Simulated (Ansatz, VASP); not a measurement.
**TiInS3: VASP beside Ansatz**

```
Ti In S
1.0
     5.45425    0.00000    0.00000
    -2.72713    4.72352    0.00000
     0.00000    0.00000    5.21739
Ti In S
1 1 3
Direct
  0.00000 0.00000 0.50000
  0.00000 0.00000 0.00000
  0.50000 0.00000 0.00000
  0.00000 0.50000 0.00000
  0.50000 0.50000 0.00000
```

Alike in both runs: task single point; functional PBE; k mesh 6 × 6 × 4; occupations gaussian, width 0.1 eV; collinear spin.

|  | VASP | Ansatz |
| --- | --- | --- |
| version | VASP 6.6.1 | Ansatz 0.2.0 |
| potentials or method | VASP PAW PBE potentials, release 64 (Ti_sv, In_d, S), cutoff 520 eV | scalar-relativistic, plane waves, PAW |
| valence electrons in the cell | 43 | 43 |

|  | VASP | Ansatz | Ansatz less VASP |
| --- | --- | --- | --- |
| gap on the k mesh at the Fermi level (eV) | none | none | - |
| pressure (GPa) | 2.9 | 3.3 | +0.30 |
| traceless stress, the component that is largest in VASP (GPa) | 0.12 | 0.84 | +0.723 |
| net moment per atom (μB) | 0.04 | 0.38 | +0.344 |
| size of the moment on the site where the two differ most (μB) | 0.13 | 1.53 | +1.400 |

The net moments are unlike, so the other rows may belong to different states. Site moments also hang on the region over which each program counts them. A gap of «none» marks a metal or a gap that the smearing closes.
